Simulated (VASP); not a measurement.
# LiH (Fm-3m) in VASP: notebook, part 2 of 2

VASP 6.6.1.

**3. Single point, r2SCAN (volume changed by -6%)**

The input, POSCAR:

```
LiH
1.0
    0.0000000000      1.9621059471      1.9621059471
    1.9621059471      0.0000000000      1.9621059471
    1.9621059471      1.9621059471      0.0000000000
Li H
1 1
Direct
    0.0000000000      0.0000000000      0.0000000000
    0.5000000000      0.5000000000      0.5000000000
```

The input, INCAR.step1:

```
SYSTEM = LiH
PREC = Accurate
ENCUT = 520
ISMEAR = 0
SIGMA = 0.01
LREAL = .FALSE.
LASPH = .TRUE.
NELM = 60
NBANDS = 9
GGA = PE
ALGO = Normal
EDIFF = 1E-4
LWAVE = .TRUE.
LCHARG = .FALSE.
```

The input, INCAR.step2:

```
SYSTEM = LiH
PREC = Accurate
ENCUT = 520
EDIFF = 1E-6
ISMEAR = 0
SIGMA = 0.01
LREAL = .FALSE.
LASPH = .TRUE.
NELM = 60
ALGO = Normal
ISIF = 2
LWAVE = .FALSE.
LCHARG = .FALSE.
METAGGA = R2SCAN
LMIXTAU = .TRUE.
NBANDS = 9
ISTART = 1
```

The input, KPOINTS:

```
Automatic mesh
0
G
  10 10 10
  0 0 0
```

Potentials or basis: VASP PAW PBE potentials, release 64 (Li_sv, H).

Started as:

```sh
> cat potpaw_PBE.64/Li_sv/POTCAR potpaw_PBE.64/H/POTCAR > POTCAR
> cp INCAR.step1 INCAR
> mpirun -np 1 vasp_std > vasp.out
> cp INCAR.step2 INCAR
> mpirun -np 1 vasp_std > vasp.out
```

OUTCAR:

```text
SYSTEM = LiH
   PREC = Accurate
   ENCUT = 520
   EDIFF = 1E-6
   ISMEAR = 0
   LREAL = .FALSE.
   LASPH = .TRUE.
   NELM = 60
   ISIF = 2
   METAGGA = R2SCAN
   ISTART = 1

 ion  position               nearest neighbor table
   1  0.000  0.000  0.000-
   2  0.500  0.500  0.500-

  LATTYP: Found a face centered cubic cell.
 ALAT       =     3.9242118942

  Lattice vectors:

 A1 = (   0.0000000000,   1.9621059471,   1.9621059471)
 A2 = (   1.9621059471,   0.0000000000,   1.9621059471)
 A3 = (   1.9621059471,   1.9621059471,   0.0000000000)

Analysis of symmetry for initial positions (statically):
=====================================================================
 Subroutine PRICEL returns:
 Original cell was already a primitive cell.

 Routine SETGRP: Setting up the symmetry group for a
 face centered cubic supercell.

 Subroutine GETGRP returns: Found 48 space group operations
 (whereof 48 operations were pure point group operations)
 out of a pool of 48 trial point group operations.

The static configuration has the point symmetry O_h .

Analysis of symmetry for dynamics (positions and initial velocities):
=====================================================================
 Subroutine PRICEL returns:
 Original cell was already a primitive cell.

 Routine SETGRP: Setting up the symmetry group for a
 face centered cubic supercell.

 Subroutine GETGRP returns: Found 48 space group operations
 (whereof 48 operations were pure point group operations)
 out of a pool of 48 trial point group operations.

The dynamic configuration has the point symmetry O_h .

 Subroutine INISYM returns: Found 48 space group operations
 (whereof 48 operations are pure point group operations),
 and found     1 'primitive' translations

[... 111 lines left out ...]
   IALGO  =     38    algorithm
   IMIX   =      4    mixing-type and parameters
     AMIX     =   0.40;   BMIX     =  1.00
     AMIX_MAG =   1.60;   BMIX_MAG =  1.00
  volume/ion in A,a.u.               =       7.55        50.98
  Fermi-wavevector in a.u.,A,eV,Ry     =   1.051225  1.986527 15.035447  1.105074
  Thomas-Fermi vector in A             =   2.186260
   LORBIT       =      0    0 simple, 1 ext, 2 COOP (PROOUT), +10 PAW based schemes
   METAGGA = R2SCAN    functional components
   LHFCALC =     F    Hartree Fock is set to
   AEXX    =    0.0000 exact exchange contribution
   IVDW    =     0    specifies the selected vdW correction
   LEPSILON=     F    determine dielectric tensor
   LRPA    =     F    only Hartree local field effects (RPA)
 non-spin polarized calculation
 Gauss-broadening in eV      SIGMA  =   0.01
  energy-cutoff  :      520.00
  volume of cell :       15.11
 maximum number of plane-waves:       415
 NGX is ok and might be reduce to    24
   NGX = 11   NGY = 11   NGZ = 11

 number of electron       4.0000001 magnetization

 Free energy of the ion-electron system (eV)
  ---------------------------------------------------
  ext. energy  EPLUGINS =         0.00000000
  ---------------------------------------------------
  free energy    TOTEN  =        -6.81084103 eV

  energy without entropy =       -6.81084103  energy(sigma->0) =       -6.81084103

 E-fermi :   0.2573     XC(G=0):  -9.0512

 val. band max:        0.1127212305   @ k =   0.5000   0.5000   0.0000
 cond. band min:       3.6527873198   @ k =   0.5000   0.5000   0.0000
 fundamental gap:      3.5400660892
 Fermi energy:         0.2573050983

 k-point     1 :       0.0000    0.0000    0.0000
  band No.  band energies     occupation
      1     -45.5510      2.00000
      2      -5.5858      2.00000
      3      18.6188      0.00000
      4      20.2071      0.00000
      5      20.2071      0.00000
      6      20.2077      0.00000
      7      24.7461      0.00000
      8      24.7461      0.00000
      9      24.7462      0.00000
[... 265 lines left out ...]
 k-point    24 :       0.4000    0.3000    0.0000
  band No.  band energies     occupation
      1     -45.4911      2.00000
      2      -2.3051      2.00000
      3       7.6556      0.00000
      4      11.8356      0.00000
      5      13.2770      0.00000
      6      18.1541      0.00000
      7      20.3115      0.00000
      8      32.6160      0.00000
      9      33.2265      0.00000

 [... further k-points ...]
[... 5 lines left out ...]
  --------------------------------------------------------------------------------------
  -------------------------------------------------------------------------------------
  Total        0.2089443      0.2089443      0.2089443      0.0000000      0.0000000      0.0000000
  in kB       22.1586696     22.1586696     22.1586696      0.0000000      0.0000000      0.0000000
  external PRESSURE =      22.1586696 kB  Pullay stress =       0.0000000 kB

 VOLUME and BASIS-vectors are now :
 -----------------------------------------------------------------------------
  energy-cutoff  :      520.00
  volume of cell :       15.11
      direct lattice vectors                 reciprocal lattice vectors
     0.000000000  1.962105947  1.962105947    -0.254828237  0.254828237  0.254828237
     1.962105947  0.000000000  1.962105947     0.254828237 -0.254828237  0.254828237
     1.962105947  1.962105947  0.000000000     0.254828237  0.254828237 -0.254828237

 POSITION                                       TOTAL-FORCE (eV/Angst)
 -----------------------------------------------------------------------------------
      0.00000      0.00000      0.00000         0.000000      0.000000     -0.000000
      1.96211      1.96211      1.96211        -0.000000     -0.000000      0.000000
 -----------------------------------------------------------------------------------
    total drift:                                0.000000     -0.000000     -0.000000

  FREE ENERGIE OF THE ION-ELECTRON SYSTEM (eV)
  ---------------------------------------------------
  free  energy   TOTEN  =        -6.8108410332 eV

  energy  without entropy=       -6.8108410332  energy(sigma->0) =       -6.81084103
```

OSZICAR.step1:

```text
N       E                     dE             d eps       ncg     rms          rms(c)
DAV:   1    -0.198274199210E+01   -0.19827E+01   -0.15511E+03   854   0.400E+02
DAV:   2    -0.631282975036E+01   -0.43301E+01   -0.43097E+01  1183   0.546E+01
DAV:   3    -0.636602922519E+01   -0.53199E-01   -0.53186E-01  1028   0.510E+00
DAV:   4    -0.636629439595E+01   -0.26517E-03   -0.26515E-03  1163   0.331E-01
DAV:   5    -0.636629516290E+01   -0.76695E-06   -0.76693E-06  1020   0.139E-02    0.291E+00
DAV:   6    -0.618161294878E+01    0.18468E+00   -0.14404E-01   957   0.120E+00    0.147E+00
DAV:   7    -0.611810646876E+01    0.63506E-01   -0.19166E-01   994   0.156E+00    0.223E-01
DAV:   8    -0.611978683106E+01   -0.16804E-02   -0.39301E-03  1020   0.416E-01    0.431E-02
DAV:   9    -0.611972136294E+01    0.65468E-04   -0.14764E-04  1026   0.501E-02
   1 F= -.61197214E+01 E0= -.61197214E+01  d E =-.643273-139
```

Run time: 99 s. Hardware: 1 thread of AMD EPYC 7R13, shared host; peak memory 0.1 GiB.

Results:

```
Free energy            : -6.8108 eV
Band gap on the k mesh : 3.54 eV, direct
```

Levels at points of the mesh, in eV from the valence-band top:
| k point | band 1 | band 2 | band 3 | band 4 | band 5 |
| --- | --- | --- | --- | --- | --- |
| (0.00, 0.00, 0.00) | -45.66 | -5.70 | 18.51 | 20.09 | 20.09 |
| (0.50, 0.00, 0.00) | -45.61 | -2.83 | 5.83 | 15.53 | 18.79 |
| (0.50, 0.50, 0.00) | -45.59 | 0.00 | 3.54 | 12.08 | 12.08 |

Caveat: the cutoff is under 1.25 times the usual one of these potentials, so pressure, stress and relaxed cells hold a basis-set (Pulay) error; the PAW data sets were made with another functional, which shifts forces and pressure a little.

**4. Single point, r2SCAN (volume changed by -3%)**

The input, POSCAR:

```
LiH
1.0
    0.0000000000      1.9827612119      1.9827612119
    1.9827612119      0.0000000000      1.9827612119
    1.9827612119      1.9827612119      0.0000000000
Li H
1 1
Direct
    0.0000000000      0.0000000000      0.0000000000
    0.5000000000      0.5000000000      0.5000000000
```

The input, INCAR.step1:

```
SYSTEM = LiH
ALGO = Normal ; EDIFF = 1E-4
ENCUT = 520 ; GGA = PE
ISMEAR = 0 ; LASPH = .True.
LCHARG = .False. ; LREAL = .False.
LWAVE = .True. ; NBANDS = 9
NELM = 60 ; PREC = Accurate
SIGMA = 0.01
```

The input, INCAR.step2:

```
SYSTEM = LiH
ALGO = Normal ; EDIFF = 1E-6
ENCUT = 520 ; ISIF = 2
ISMEAR = 0 ; ISTART = 1
LASPH = .True. ; LCHARG = .False.
LMIXTAU = .True. ; LREAL = .False.
LWAVE = .False. ; METAGGA = R2SCAN
NBANDS = 9 ; NELM = 60
PREC = Accurate ; SIGMA = 0.01
```

The input, KPOINTS:

```
k-points
0
Gamma
  10 10 10
  0 0 0
```

Started as:

```sh
> cat potpaw_PBE.64/Li_sv/POTCAR potpaw_PBE.64/H/POTCAR > POTCAR
> cp INCAR.step1 INCAR
> mpirun -np 1 vasp_std > vasp.out
> cp INCAR.step2 INCAR
> mpirun -np 1 vasp_std > vasp.out
```

Run time: 94 s. Hardware: 1 thread of AMD EPYC 7R13, shared host; peak memory 0.1 GiB.

Results (log left out):

```yaml
Free_energy: -6.8163 eV
Band_gap_on_the_k_mesh: 3.56 eV, direct
```

Levels at points of the mesh, in eV from the valence-band top:
```tsv
k point	band 1	band 2	band 3	band 4	band 5
(0.00, 0.00, 0.00)	-45.70	-5.57	18.08	19.75	19.75
(0.50, 0.00, 0.00)	-45.65	-2.73	5.76	15.24	18.48
(0.50, 0.50, 0.00)	-45.64	0.00	3.56	11.91	11.91
```

Caveat: the cutoff is under 1.25 times the usual one of these potentials, so pressure, stress and relaxed cells hold a basis-set (Pulay) error; the PAW data sets were made with another functional, which shifts forces and pressure a little. A k mesh can miss the band edges.

**5. The runs side by side**

| level | cell | gap on the mesh (eV) |
| --- | --- | --- |
| PBE | a = 2.888 Å, angles 60.0°, 2 atoms | 3.02 |
| r2SCAN | a = 2.775 Å, angles 60.0°, 2 atoms | 3.54 |
| r2SCAN | a = 2.804 Å, angles 60.0°, 2 atoms | 3.56 |

Alike in all rows: task single point; potentials or basis VASP PAW PBE potentials, release 64 (Li_sv, H); no spin polarisation; k mesh 10 × 10 × 10; cutoff (eV) 520; smearing gaussian 0.01 eV.

Caveats: the cutoff is under 1.25 times the usual one of these potentials, so pressure, stress and relaxed cells hold a basis-set (Pulay) error; the PAW data sets were made with another functional, which shifts forces and pressure a little (some runs).

Total energies depend on the potentials used, so only differences within one code and one set of settings carry meaning.
